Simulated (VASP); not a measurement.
# TlBrF4 (F-43m) in VASP: single point with r2SCAN

Aim: the single point of TlBrF4 with r2SCAN.

All numbers are computed with VASP 6.6.1; they aren't measurements. Logs are shortened: lines on timing, memory, paths and dates and some standing lists are left out, and cuts for length are marked.

### Step 1. The cell of the first run

The structure is cubic, space group F-43m (No. 216). The conventional cell has a = 8.041 Å, b = 8.041 Å, c = 8.041 Å, α = 90.00°, β = 90.00°, γ = 90.00°. Tl (site symmetry -43m) has 12 F at 3.33 Å and 6 Br at 4.02 Å within 4.4 Å. Br (site symmetry -43m) has 4 F at 1.77 Å within 2.3 Å. Within 2.3 Å of F (site symmetry 3m) lie 1 Br at 1.77 Å.

### Step 2. Single point, r2SCAN

Input file POSCAR:

```
TlBrF4
1.0
    0.0000000000      4.0206710000      4.0206710000
    4.0206710000      0.0000000000      4.0206710000
    4.0206710000      4.0206710000      0.0000000000
Tl Br F
1 1 4
Direct
    0.5000000000      0.5000000000      0.5000000000
    0.0000000000      0.0000000000      0.0000000000
    0.1270000000      0.1270000000      0.1270000000
    0.6190000000      0.1270000000      0.1270000000
    0.1270000000      0.1270000000      0.6190000000
    0.1270000000      0.6190000000      0.1270000000
```

Input file INCAR.step1:

```
ALGO = Normal ; EDIFF = 1E-4
ENCUT = 520 ; GGA = PE
ISMEAR = 1 ; LASPH = T
LCHARG = F ; LREAL = F
LWAVE = T ; NBANDS = 33
NELM = 80 ; PREC = Accurate
SIGMA = 0.1001
```

Input file INCAR.step2:

```
ALGO = Normal ; EDIFF = 1E-6
ENCUT = 520 ; ISIF = 2
ISMEAR = 1 ; ISTART = 1
LASPH = T ; LCHARG = F
LMIXTAU = T ; LREAL = F
LWAVE = F ; METAGGA = R2SCAN
NBANDS = 33 ; NELM = 80
PREC = Accurate ; SIGMA = 0.1001
```

Input file KPOINTS:

```
k-points
0
Gamma
  7 7 7
```

Potentials or basis: VASP PAW PBE potentials, release 64 (Tl_d, Br, F).

The run is started by

```bash
$ cat potpaw_PBE.64/Tl_d/POTCAR potpaw_PBE.64/Br/POTCAR potpaw_PBE.64/F/POTCAR > POTCAR
$ cp INCAR.step1 INCAR
$ mpirun -np 1 vasp_std > vasp.out
$ cp INCAR.step2 INCAR
$ mpirun -np 1 vasp_std > vasp.out
```

OUTCAR:

```text
EDIFF = 1E-6
   ENCUT = 520
   ISIF = 2
   ISMEAR = 1
   ISTART = 1
   LASPH = T
   LREAL = F
   METAGGA = R2SCAN
   NELM = 80
   PREC = Accurate

 ion  position               nearest neighbor table
   1  0.500  0.500  0.500-
   2  0.000  0.000  0.000-   4 1.77   5 1.77   6 1.77   3 1.77
   3  0.127  0.127  0.127-   2 1.77
   4  0.619  0.127  0.127-   2 1.77
   5  0.127  0.127  0.619-   2 1.77
   6  0.127  0.619  0.127-   2 1.77

  LATTYP: Found a face centered cubic cell.
 ALAT       =     8.0413420000

  Lattice vectors:

 A1 = (   0.0000000000,   4.0206710000,   4.0206710000)
 A2 = (   4.0206710000,   0.0000000000,   4.0206710000)
 A3 = (   4.0206710000,   4.0206710000,   0.0000000000)

Analysis of symmetry for initial positions (statically):
=====================================================================
 Subroutine PRICEL returns:
 Original cell was already a primitive cell.

 Routine SETGRP: Setting up the symmetry group for a
 face centered cubic supercell.

 Subroutine GETGRP returns: Found 24 space group operations
 (whereof 24 operations were pure point group operations)
 out of a pool of 48 trial point group operations.

The static configuration has the point symmetry T_d .

Analysis of symmetry for dynamics (positions and initial velocities):
=====================================================================
 Subroutine PRICEL returns:
 Original cell was already a primitive cell.

 Routine SETGRP: Setting up the symmetry group for a
 face centered cubic supercell.

 Subroutine GETGRP returns: Found 24 space group operations
 (whereof 24 operations were pure point group operations)
 out of a pool of 48 trial point group operations.

The dynamic configuration has the point symmetry T_d .

 Subroutine INISYM returns: Found 24 space group operations
 (whereof 24 operations are pure point group operations),
 and found     1 'primitive' translations

----------------------------------------------------------------------------------------

                                     Primitive cell

  volume of cell :     129.9947

  direct lattice vectors                    reciprocal lattice vectors
     0.000000000  4.020671000  4.020671000    -0.124357352  0.124357352  0.124357352
     4.020671000  0.000000000  4.020671000     0.124357352 -0.124357352  0.124357352
     4.020671000  4.020671000  0.000000000     0.124357352  0.124357352 -0.124357352

  length of vectors
     5.686087458  5.686087458  5.686087458     0.215393252  0.215393252  0.215393252

  position of ions in fractional coordinates (direct lattice)
     0.500000000  0.500000000  0.500000000
     0.000000000  0.000000000  0.000000000
     0.127000000  0.127000000  0.127000000
     0.619000000  0.127000000  0.127000000
     0.127000000  0.127000000  0.619000000
     0.127000000  0.619000000  0.127000000

  ion indices of the primitive-cell ions
   primitive index   ion index
                 1           1
                 2           2
                 3           3
                 4           4
                 5           5
                 6           6

----------------------------------------------------------------------------------------

 KPOINTS: k-points

Automatic generation of k-mesh.
 Grid dimensions read from file:
 generate k-points for:    7    7    7

 Generating k-lattice:

  Cartesian coordinates                     Fractional coordinates (reciprocal lattice)
    -0.017765336  0.017765336  0.017765336     0.142857143  0.000000000  0.000000000
     0.017765336 -0.017765336  0.017765336     0.000000000  0.142857143  0.000000000
     0.017765336  0.017765336 -0.017765336     0.000000000  0.000000000  0.142857143

  Length of vectors
     0.030770465  0.030770465  0.030770465

  Shift w.r.t. Gamma in fractional coordinates (k-lattice)
     0.000000000  0.000000000  0.000000000

 Subroutine IBZKPT returns following result:
 ===========================================

 Found     20 irreducible k-points:

 Following reciprocal coordinates:
            Coordinates               Weight
  0.000000  0.000000  0.000000      1.000000
  0.142857  0.000000  0.000000      8.000000
  0.285714  0.000000  0.000000      8.000000
  0.428571  0.000000  0.000000      8.000000
  0.142857  0.142857  0.000000      6.000000
  0.285714  0.142857  0.000000     24.000000
[... 12 lines left out ...]
 -0.428571  0.428571  0.142857     24.000000
 -0.285714  0.428571  0.142857     24.000000
   k-points           NKPTS =     20   k-points in BZ     NKDIM =     20   number of bands    NBANDS=     33
   number of dos      NEDOS =    301   number of ions     NIONS =      6
   total plane-waves  NPLWV =  74088
   dimension x,y,z NGX =    42 NGY =   42 NGZ =   42
   dimension x,y,z NGXF=    84 NGYF=   84 NGZF=   84
   ions per type =               1   1   4
   NGX,Y,Z   is equivalent  to a cutoff of  12.28, 12.28, 12.28 a.u.
   NGXF,Y,Z  is equivalent  to a cutoff of  24.56, 24.56, 24.56 a.u.
 SYSTEM =  unknown system
   PREC   = accura    normal or accurate (medium, high low for compatibility)
   ISTART =      1    job   : 0-new  1-cont  2-samecut
   ICHARG =      0    charge: 1-file 2-atom 10-const
   ISPIN  =      1    spin polarized calculation?
   LNONCOLLINEAR =      F non collinear calculations
   LSORBIT =      F    spin-orbit coupling
   LASPH  =      T    aspherical Exc in radial PAW
   ENCUT  =  520.0 eV  38.22 Ry    6.18 a.u.  10.57 10.57 10.57*2*pi/ulx,y,z
   NELM   =     80;   NELMIN=  2; NELMDL=  0     # of ELM steps
   EDIFF  = 0.1E-05   stopping-criterion for ELM
   LREAL  =      F    real-space projection
   EDIFFG = 0.1E-04   stopping-criterion for IOM
   NSW    =      0    number of steps for IOM
   IBRION =     -1    ionic relax: 0-MD 1-quasi-New 2-CG
   NFREE  =      0    steps in history (QN), initial steepest desc. (CG)
   ISIF   =      2    stress and relaxation
   ISYM   =      2    0-nonsym 1-usesym 2-fastsym
   POTIM  = 0.5000    time-step for ionic-motion
   TEBEG  =    0.0;   TEEND  =   0.0 temperature during run
   PSTRESS=    0.0 pullay stress
   NELECT =      48.0000    total number of electrons
   NUPDOWN=      -1.0000    fix difference up-down
   EMIN   =  10.00;   EMAX   =-10.00  energy-range for DOS
   EFERMI =   0.00;   METHOD = LEGACY
   ISMEAR =     1;   SIGMA  =   0.10  broadening in eV -4-tet -1-fermi 0-gaus
   EFERMI_NEDOS =   21; number of points for ismear=-14 and -15
   IALGO  =     38    algorithm
   IMIX   =      4    mixing-type and parameters
     AMIX     =   0.40;   BMIX     =  1.00
     AMIX_MAG =   1.60;   BMIX_MAG =  1.00
  volume/ion in A,a.u.               =      21.67       146.21
  Fermi-wavevector in a.u.,A,eV,Ry     =   1.174483  2.219451 18.768014  1.379410
  Thomas-Fermi vector in A             =   2.310879
   LORBIT       =      0    0 simple, 1 ext, 2 COOP (PROOUT), +10 PAW based schemes
   METAGGA = R2SCAN    functional components
   LHFCALC =     F    Hartree Fock is set to
   AEXX    =    0.0000 exact exchange contribution
   IVDW    =     0    specifies the selected vdW correction
   LEPSILON=     F    determine dielectric tensor
   LRPA    =     F    only Hartree local field effects (RPA)
 non-spin polarized calculation
 Methfessel and Paxton  Order N= 1 SIGMA  =   0.10
  energy-cutoff  :      520.00
  volume of cell :      129.99
 maximum number of plane-waves:      3531
 NGX is ok and might be reduce to    42
   NGX = 21   NGY = 21   NGZ = 21

 number of electron      47.9999997 magnetization

 Free energy of the ion-electron system (eV)
  ---------------------------------------------------
  ext. energy  EPLUGINS =         0.00000000
  ---------------------------------------------------
  free energy    TOTEN  =       -78.81629237 eV

  energy without entropy =      -78.82966714  energy(sigma->0) =      -78.82075063

 E-fermi :   2.7139     XC(G=0):  -8.2663

 val. band max:        2.6950741377   @ k =   0.0000   0.0000   0.0000
 cond. band min:       2.7317375470   @ k =   0.1429   0.0000   0.0000
 fundamental gap:      0.0366634092
 Fermi energy:         2.7138725292

 k-point     1 :       0.0000    0.0000    0.0000
  band No.  band energies     occupation
      1     -26.3297      2.00000
      2     -24.8252      2.00000
      3     -24.8252      2.00000
      4     -24.8252      2.00000
      5     -15.8793      2.00000
      6     -10.6917      2.00000
[... 25 lines left out ...]
     32      10.0157      0.00000
     33      10.0157      0.00000

 k-point     2 :       0.1429    0.0000    0.0000
  band No.  band energies     occupation
      1     -26.3182      2.00000
      2     -24.8443      2.00000
      3     -24.8256      2.00000
      4     -24.8256      2.00000
      5     -15.8502      2.00000
      6     -10.6915      2.00000
[... 25 lines left out ...]
     32      10.1449      0.00000
     33      10.1449      0.00000

 k-point     3 :       0.2857    0.0000    0.0000
  band No.  band energies     occupation
      1     -26.2902      2.00000
      2     -24.8880      2.00000
      3     -24.8259      2.00000
      4     -24.8259      2.00000
      5     -15.7840      2.00000
      6     -10.6898      2.00000
[... 25 lines left out ...]
     32      10.4582      0.00000
     33      10.4582      0.00000

 k-point     4 :       0.4286    0.0000    0.0000
  band No.  band energies     occupation
      1     -26.2667      2.00000
      2     -24.9241      2.00000
      3     -24.8262      2.00000
      4     -24.8262      2.00000
      5     -15.7301      2.00000
      6     -10.6872      2.00000
[... 529 lines left out ...]
     32      10.7622      0.00000
     33      11.1902      0.00000

 k-point    19 :      -0.4286    0.4286    0.1429
  band No.  band energies     occupation
      1     -26.2430      2.00000
      2     -24.9585      2.00000
      3     -24.8271      2.00000
      4     -24.8269      2.00000
      5     -15.6769      2.00000
      6     -10.6868      2.00000
[... 25 lines left out ...]
     32      11.0972      0.00000
     33      11.4662      0.00000

 k-point    20 :      -0.2857    0.4286    0.1429
  band No.  band energies     occupation
      1     -26.2409      2.00000
      2     -24.9616      2.00000
      3     -24.8273      2.00000
      4     -24.8268      2.00000
      5     -15.6723      2.00000
      6     -10.6862      2.00000
[... 25 lines left out ...]
     32      10.9680      0.00000
     33      11.1838      0.00000

------------------------ aborting loop because EDIFF is reached ----------------------------------------

  FORCE on cell =-STRESS in cart. coord.  units (eV):
  Direction    XX          YY          ZZ          XY          YZ          ZX
  --------------------------------------------------------------------------------------
  -------------------------------------------------------------------------------------
  Total       14.3405059     14.3405059     14.3405059      0.0000000      0.0000000      0.0000000
  in kB      176.7459400    176.7459400    176.7459400      0.0000000      0.0000000      0.0000000
  external PRESSURE =     176.7459400 kB  Pullay stress =       0.0000000 kB

 VOLUME and BASIS-vectors are now :
 -----------------------------------------------------------------------------
  energy-cutoff  :      520.00
  volume of cell :      129.99
      direct lattice vectors                 reciprocal lattice vectors
     0.000000000  4.020671000  4.020671000    -0.124357352  0.124357352  0.124357352
     4.020671000  0.000000000  4.020671000     0.124357352 -0.124357352  0.124357352
     4.020671000  4.020671000  0.000000000     0.124357352  0.124357352 -0.124357352

 POSITION                                       TOTAL-FORCE (eV/Angst)
 -----------------------------------------------------------------------------------
      4.02067      4.02067      4.02067         0.000000      0.000000      0.000000
      0.00000      0.00000      0.00000         0.000000      0.000000      0.000000
      1.02125      1.02125      1.02125         3.694325      3.694325      3.694325
      1.02125      2.99942      2.99942         3.694325     -3.694325     -3.694325
      2.99942      2.99942      1.02125        -3.694325     -3.694325      3.694325
      2.99942      1.02125      2.99942        -3.694325      3.694325     -3.694325
 -----------------------------------------------------------------------------------
    total drift:                               -0.000011     -0.000011     -0.000011

  FREE ENERGIE OF THE ION-ELECTRON SYSTEM (eV)
  ---------------------------------------------------
  free  energy   TOTEN  =       -78.8162923667 eV

  energy  without entropy=      -78.8296671443  energy(sigma->0) =      -78.82075063
```

Wall time 8.8 min (1 thread of AMD EPYC 7R43 (Zen 3), shared host); peak memory 0.29 GiB.

What came out:

```yaml
Free_energy: -78.8163 eV
Pressure: 17.7 GPa
Largest_force: 6.399 eV/Å
Band_gap_on_the_k_mesh: zero (filled and empty bands touch)
```

Forces on the atoms (eV/Å):
```
Tl   0.000  0.000  0.000
Br   0.000  0.000  0.000
F    3.694  3.694  3.694
F    3.694 -3.694 -3.694
F   -3.694 -3.694  3.694
F   -3.694  3.694 -3.694
```

Caveat: the cell stands under pressure; the PAW data sets were made with another functional, which shifts forces and pressure a little; spin-orbit coupling is left out, which moves the levels of the heavy elements.
